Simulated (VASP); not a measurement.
# GaN (P6_3mc) in VASP: single point with r2SCAN

Aim: the single point of GaN with r2SCAN.

All numbers are computed with VASP 6.6.1; they aren't measurements. Logs are shortened: lines on timing, memory, paths and dates and some standing lists are left out, and cuts for length are marked.

## Step 1: The cell of the first run

The structure is hexagonal, space group P6_3mc (No. 186). The conventional cell has a = 3.183 Å, b = 3.183 Å, c = 5.184 Å, α = 90.00°, β = 90.00°, γ = 120.00°. Ga (site symmetry 3m) has 4 N at 1.95 Å within 2.6 Å. Within 2.6 Å of N (site symmetry 3m) lie 4 Ga at 1.95 Å.

## Step 2: Single point, r2SCAN

File POSCAR:

```
GaN
1.0
    3.1830885708      0.0000000000      0.0000000000
   -1.5915442854      2.7566355648      0.0000000000
    0.0000000000      0.0000000000      5.1835152961
Ga N
2 2
Direct
    0.3333333333      0.6666666667      0.0000106777
    0.6666666667      0.3333333333      0.5000106777
    0.3333333333      0.6666666667      0.3767893223
    0.6666666667      0.3333333333      0.8767893223
```

File INCAR.step1:

```
SYSTEM = GaN
PREC = Accurate ; ENCUT = 910
ISMEAR = 0 ; SIGMA = 0.01
LREAL = .False. ; LASPH = .True.
NELM = 120 ; NBANDS = 26
GGA = PE ; ALGO = Normal
EDIFF = 1E-5 ; LWAVE = .True.
LCHARG = .False. ; GGA_COMPAT = .False.
```

File INCAR.step2:

```
SYSTEM = GaN
PREC = Accurate ; ENCUT = 910
EDIFF = 1E-6 ; ISMEAR = 0
SIGMA = 0.01 ; LREAL = .False.
LASPH = .True. ; NELM = 120
ALGO = Normal ; ISIF = 2
LWAVE = .False. ; LCHARG = .True.
METAGGA = R2SCAN ; LMIXTAU = .True.
LELF = .True. ; LVHAR = .True.
NBANDS = 26 ; ISTART = 1
GGA_COMPAT = .False.
```

File KPOINTS:

```
Automatic mesh
0
Gamma
  8 8 5
  0 0 0
```

Potentials or basis: VASP PAW PBE potentials, release 64 (Ga_d, N_h).

Run with:

```bash
cat potpaw_PBE.64/Ga_d/POTCAR potpaw_PBE.64/N_h/POTCAR > POTCAR
cp INCAR.step1 INCAR
mpirun -np 1 vasp_std > vasp.out
cp INCAR.step2 INCAR
mpirun -np 1 vasp_std > vasp.out
```

OUTCAR:

```text
SYSTEM = GaN
   PREC = Accurate
   ENCUT = 910
   EDIFF = 1E-6
   ISMEAR = 0
   LREAL = .False.
   LASPH = .True.
   NELM = 120
   ISIF = 2
   METAGGA = R2SCAN
   ISTART = 1

 ion  position               nearest neighbor table
   1  0.333  0.667  0.000-   4 1.95   4 1.95   4 1.95   3 1.95
   2  0.667  0.333  0.500-   3 1.95   3 1.95   3 1.95   4 1.95
   3  0.333  0.667  0.377-   2 1.95   2 1.95   2 1.95   1 1.95
   4  0.667  0.333  0.877-   1 1.95   1 1.95   1 1.95   2 1.95

  LATTYP: Found a hexagonal cell.
 ALAT       =     3.1830885708
 C/A-ratio  =     1.6284546222

  Lattice vectors:

 A1 = (   3.1830885708,   0.0000000000,   0.0000000000)
 A2 = (  -1.5915442854,   2.7566355648,   0.0000000000)
 A3 = (   0.0000000000,   0.0000000000,   5.1835152961)

Analysis of symmetry for initial positions (statically):
=====================================================================
 Subroutine PRICEL returns:
 Original cell was already a primitive cell.

 Routine SETGRP: Setting up the symmetry group for a
 hexagonal supercell.

 Subroutine GETGRP returns: Found 12 space group operations
 (whereof  6 operations were pure point group operations)
 out of a pool of 24 trial point group operations.

The static configuration has the point symmetry C_3v.
 The point group associated with its full space group is C_6v.

Analysis of symmetry for dynamics (positions and initial velocities):
=====================================================================
 Subroutine PRICEL returns:
 Original cell was already a primitive cell.

 Routine SETGRP: Setting up the symmetry group for a
 hexagonal supercell.

 Subroutine GETGRP returns: Found 12 space group operations
 (whereof  6 operations were pure point group operations)
 out of a pool of 24 trial point group operations.

The dynamic configuration has the point symmetry C_3v.
 The point group associated with its full space group is C_6v.

 Subroutine INISYM returns: Found 12 space group operations
 (whereof  6 operations are pure point group operations),
 and found     1 'primitive' translations

----------------------------------------------------------------------------------------

                                     Primitive cell

  volume of cell :      45.4834

  direct lattice vectors                    reciprocal lattice vectors
     3.183088571  0.000000000  0.000000000     0.314160281  0.181380523  0.000000000
    -1.591544285  2.756635565  0.000000000     0.000000000  0.362761046  0.000000000
     0.000000000  0.000000000  5.183515296     0.000000000  0.000000000  0.192919273

  length of vectors
     3.183088571  3.183088571  5.183515296     0.362761046  0.362761046  0.192919273

  position of ions in fractional coordinates (direct lattice)
     0.333333333  0.666666667  0.000010678
     0.666666667  0.333333333  0.500010678
     0.333333333  0.666666667  0.376789322
     0.666666667  0.333333333  0.876789322

  ion indices of the primitive-cell ions
   primitive index   ion index
                 1           1
                 2           2
                 3           3
                 4           4

----------------------------------------------------------------------------------------

 KPOINTS: Automatic mesh

Automatic generation of k-mesh.
 Grid dimensions read from file:
 generate k-points for:    8    8    5

 Generating k-lattice:

  Cartesian coordinates                     Fractional coordinates (reciprocal lattice)
     0.039270035  0.022672565  0.000000000     0.125000000  0.000000000  0.000000000
     0.000000000  0.045345131  0.000000000     0.000000000  0.125000000  0.000000000
     0.000000000  0.000000000  0.038583855     0.000000000  0.000000000  0.200000000

  Length of vectors
     0.045345131  0.045345131  0.038583855

  Shift w.r.t. Gamma in fractional coordinates (k-lattice)
     0.000000000  0.000000000  0.000000000

 Subroutine IBZKPT returns following result:
 ===========================================

 Found     30 irreducible k-points:

 Following reciprocal coordinates:
            Coordinates               Weight
  0.000000  0.000000  0.000000      1.000000
  0.125000 -0.000000  0.000000      6.000000
  0.250000 -0.000000  0.000000      6.000000
  0.375000 -0.000000  0.000000      6.000000
  0.500000 -0.000000  0.000000      3.000000
  0.125000  0.125000  0.000000      6.000000
[... 16 lines left out ...]
  0.250000 -0.000000  0.400000     12.000000
  0.375000 -0.000000  0.400000     12.000000
 [... further k-points ...]
   k-points           NKPTS =     30   k-points in BZ     NKDIM =     30   number of bands    NBANDS=     26
   number of dos      NEDOS =    301   number of ions     NIONS =      4
   total plane-waves  NPLWV =  55296
   dimension x,y,z NGX =    32 NGY =   32 NGZ =   54
   dimension x,y,z NGXF=    64 NGYF=   64 NGZF=  108
   ions per type =               2   2
   NGX,Y,Z   is equivalent  to a cutoff of  16.71, 16.71, 17.32 a.u.
   NGXF,Y,Z  is equivalent  to a cutoff of  33.43, 33.43, 34.64 a.u.
 SYSTEM =  GaN
   PREC   = accura    normal or accurate (medium, high low for compatibility)
   ISTART =      1    job   : 0-new  1-cont  2-samecut
   ICHARG =      0    charge: 1-file 2-atom 10-const
   ISPIN  =      1    spin polarized calculation?
   LNONCOLLINEAR =      F non collinear calculations
   LSORBIT =      F    spin-orbit coupling
   LASPH  =      T    aspherical Exc in radial PAW
   ENCUT  =  910.0 eV  66.88 Ry    8.18 a.u.   7.83  7.83 12.75*2*pi/ulx,y,z
   NELM   =    120;   NELMIN=  2; NELMDL=  0     # of ELM steps
   EDIFF  = 0.1E-05   stopping-criterion for ELM
   LREAL  =      F    real-space projection
   EDIFFG = 0.1E-04   stopping-criterion for IOM
   NSW    =      0    number of steps for IOM
   IBRION =     -1    ionic relax: 0-MD 1-quasi-New 2-CG
   NFREE  =      0    steps in history (QN), initial steepest desc. (CG)
   ISIF   =      2    stress and relaxation
   ISYM   =      2    0-nonsym 1-usesym 2-fastsym
   POTIM  = 0.5000    time-step for ionic-motion
   TEBEG  =    0.0;   TEEND  =   0.0 temperature during run
   PSTRESS=    0.0 pullay stress
   NELECT =      36.0000    total number of electrons
   NUPDOWN=      -1.0000    fix difference up-down
   EMIN   =  10.00;   EMAX   =-10.00  energy-range for DOS
   EFERMI =   0.00;   METHOD = LEGACY
   ISMEAR =     0;   SIGMA  =   0.01  broadening in eV -4-tet -1-fermi 0-gaus
   EFERMI_NEDOS =   21; number of points for ismear=-14 and -15
   IALGO  =     38    algorithm
   IMIX   =      4    mixing-type and parameters
     AMIX     =   0.40;   BMIX     =  1.00
     AMIX_MAG =   1.60;   BMIX_MAG =  1.00
  volume/ion in A,a.u.               =      11.37        76.73
  Fermi-wavevector in a.u.,A,eV,Ry     =   1.514345  2.861697 31.201437  2.293241
  Thomas-Fermi vector in A             =   2.624015
   LORBIT       =      0    0 simple, 1 ext, 2 COOP (PROOUT), +10 PAW based schemes
   METAGGA = R2SCAN    functional components
   LHFCALC =     F    Hartree Fock is set to
   AEXX    =    0.0000 exact exchange contribution
   IVDW    =     0    specifies the selected vdW correction
   LEPSILON=     F    determine dielectric tensor
   LRPA    =     F    only Hartree local field effects (RPA)
 non-spin polarized calculation
 Gauss-broadening in eV      SIGMA  =   0.01
  energy-cutoff  :      910.00
  volume of cell :       45.48
 maximum number of plane-waves:      2864
 NGX is ok and might be reduce to    32
   NGX = 15   NGY = 15   NGZ = 25

 number of electron      36.0000000 magnetization

 Free energy of the ion-electron system (eV)
  ---------------------------------------------------
  ext. energy  EPLUGINS =         0.00000000
  ---------------------------------------------------
  free energy    TOTEN  =       -43.81928287 eV

  energy without entropy =      -43.81928287  energy(sigma->0) =      -43.81928287

 E-fermi :   5.5087     XC(G=0): -12.6565

 val. band max:        5.3998303970   @ k =   0.0000   0.0000   0.0000
 cond. band min:       7.7411980788   @ k =   0.0000   0.0000   0.0000
 fundamental gap:      2.3413676818
 Fermi energy:         5.5087370217

 k-point     1 :       0.0000    0.0000    0.0000
  band No.  band energies     occupation
      1     -11.4157      2.00000
      2     -10.4092      2.00000
      3      -8.4294      2.00000
      4      -8.4136      2.00000
      5      -8.4136      2.00000
      6      -8.3451      2.00000
[... 18 lines left out ...]
     25      17.8893      0.00000
     26      17.8893      0.00000

 k-point     2 :       0.1250   -0.0000    0.0000
  band No.  band energies     occupation
      1     -11.2637      2.00000
      2     -10.3657      2.00000
      3      -8.4121      2.00000
      4      -8.3911      2.00000
      5      -8.3629      2.00000
      6      -8.3239      2.00000
[... 18 lines left out ...]
     25      17.4365      0.00000
     26      18.2327      0.00000

 k-point     3 :       0.2500   -0.0000    0.0000
  band No.  band energies     occupation
      1     -10.8971      2.00000
      2     -10.2788      2.00000
      3      -8.3701      2.00000
      4      -8.3495      2.00000
      5      -8.2768      2.00000
      6      -8.2384      2.00000
[... 18 lines left out ...]
     25      17.5862      0.00000
     26      18.9692      0.00000

 k-point     4 :       0.3750   -0.0000    0.0000
  band No.  band energies     occupation
      1     -10.5533      2.00000
      2     -10.2201      2.00000
      3      -8.3512      2.00000
      4      -8.3302      2.00000
      5      -8.2296      2.00000
      6      -8.1682      2.00000
[... 18 lines left out ...]
     25      18.0921      0.00000
     26      19.5214      0.00000
[... 496 lines left out ...]
      1     -10.8844      2.00000
      2     -10.5950      2.00000
      3      -8.3820      2.00000
      4      -8.3716      2.00000
      5      -8.3594      2.00000
      6      -8.3476      2.00000
[... 18 lines left out ...]
     25      16.7026      0.00000
     26      17.2318      0.00000

 k-point    23 :       0.2500   -0.0000    0.4000
  band No.  band energies     occupation
      1     -10.6136      2.00000
      2     -10.4179      2.00000
      3      -8.3525      2.00000
      4      -8.3227      2.00000
      5      -8.3131      2.00000
      6      -8.2786      2.00000
[... 18 lines left out ...]
     25      17.4814      0.00000
     26      18.1233      0.00000

 k-point    24 :       0.3750   -0.0000    0.4000
  band No.  band energies     occupation
      1     -10.3837      2.00000
      2     -10.2801      2.00000
      3      -8.3543      2.00000
      4      -8.3162      2.00000
      5      -8.2702      2.00000
      6      -8.2182      2.00000
[... 18 lines left out ...]
     25      17.8105      0.00000
     26      18.8376      0.00000

 [... further k-points ...]

------------------------ aborting loop because EDIFF is reached ----------------------------------------

  FORCE on cell =-STRESS in cart. coord.  units (eV):
  Direction    XX          YY          ZZ          XY          YZ          ZX
  --------------------------------------------------------------------------------------
  -------------------------------------------------------------------------------------
  Total        0.2842000      0.2842000      0.2636022      0.0000000      0.0000000      0.0000000
  in kB       10.0111105     10.0111105      9.2855390      0.0000000      0.0000000      0.0000000
  external PRESSURE =       9.7692533 kB  Pullay stress =       0.0000000 kB

 VOLUME and BASIS-vectors are now :
 -----------------------------------------------------------------------------
  energy-cutoff  :      910.00
  volume of cell :       45.48
      direct lattice vectors                 reciprocal lattice vectors
     3.183088571  0.000000000  0.000000000     0.314160281  0.181380523  0.000000000
    -1.591544285  2.756635565  0.000000000     0.000000000  0.362761046  0.000000000
     0.000000000  0.000000000  5.183515296     0.000000000  0.000000000  0.192919273

 POSITION                                       TOTAL-FORCE (eV/Angst)
 -----------------------------------------------------------------------------------
     -0.00000      1.83776      0.00006         0.000000      0.000000      0.003776
      1.59154      0.91888      2.59181        -0.000000     -0.000000      0.003776
     -0.00000      1.83776      1.95309        -0.000000      0.000000     -0.003776
      1.59154      0.91888      4.54485         0.000000      0.000000     -0.003776
 -----------------------------------------------------------------------------------
    total drift:                               -0.000000      0.000000      0.018066

  FREE ENERGIE OF THE ION-ELECTRON SYSTEM (eV)
  ---------------------------------------------------
  free  energy   TOTEN  =       -43.8192828736 eV

  energy  without entropy=      -43.8192828736  energy(sigma->0) =      -43.81928287
```

It took 4 min on 1 thread of AMD EPYC 7R13 (Zen 3), shared host; peak memory 0.25 GiB.

What came out:

```yaml
Free_energy: -43.8193 eV
Pressure: 1.0 GPa
Largest_force: 0.004 eV/Å
Band_gap_on_the_k_mesh: 2.34 eV
```

Forces in eV/Å, atoms in the order of the input:
```
Ga   0.000  0.000  0.004
Ga   0.000  0.000  0.004
N    0.000  0.000 -0.004
N    0.000  0.000 -0.004
```

Caveat: the cutoff is under 1.25 times the usual one of these potentials, so pressure, stress and relaxed cells hold a basis-set (Pulay) error; the PAW data sets were made with another functional, which shifts forces and pressure a little.
